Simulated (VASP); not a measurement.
## Tl: single point with PBE

Tl:

```
Tl
1.0
     0.00000    2.39595    2.39595
     2.39595    0.00000    2.39595
     2.39595    2.39595    0.00000
Tl
1
Direct
  0.00000 0.00000 0.00000
```

This cell differs from its parent crystal: volume scaled by 0.88.

- Program: VASP 6.6.1
- Task: single point
- Functional: PBE
- Potentials or basis: VASP PAW PBE potentials, release 64 (Tl_d)
- Cutoff: 520 eV
- k mesh: 12 × 12 × 12
- Occupations: fermi-dirac, width 0.1 eV
- Spin: no spin polarisation

```json
{
 "Pressure": "4.7 GPa"
}
```

Levels at points of the mesh, in eV from the Fermi level:
```
           k point  band 2  band 3  band 4  band 5  band 6  band 7  band 8  band 9  band 10  band 11
(0.00, 0.00, 0.00)  -11.62  -11.62  -11.32  -11.32  -10.27   10.67   10.67   10.67    11.05    14.86
(0.50, 0.00, 0.00)  -11.61  -11.61  -11.04  -11.04   -5.26   -3.03    8.52    8.52    10.48    13.04
(0.50, 0.50, 0.00)  -11.91  -11.06  -10.97  -10.97   -3.45   -1.90    4.18    4.18     7.77     9.19
```

Wall time 24 s on 1 thread of Intel(R) Xeon(R) Platinum 8259CL CPU @ 2.50GHz (Skylake/Cascade Lake), with other jobs on the host, peak memory 0.17 GiB.

Caveat: spin-orbit coupling is left out, which moves the levels of the heavy elements.
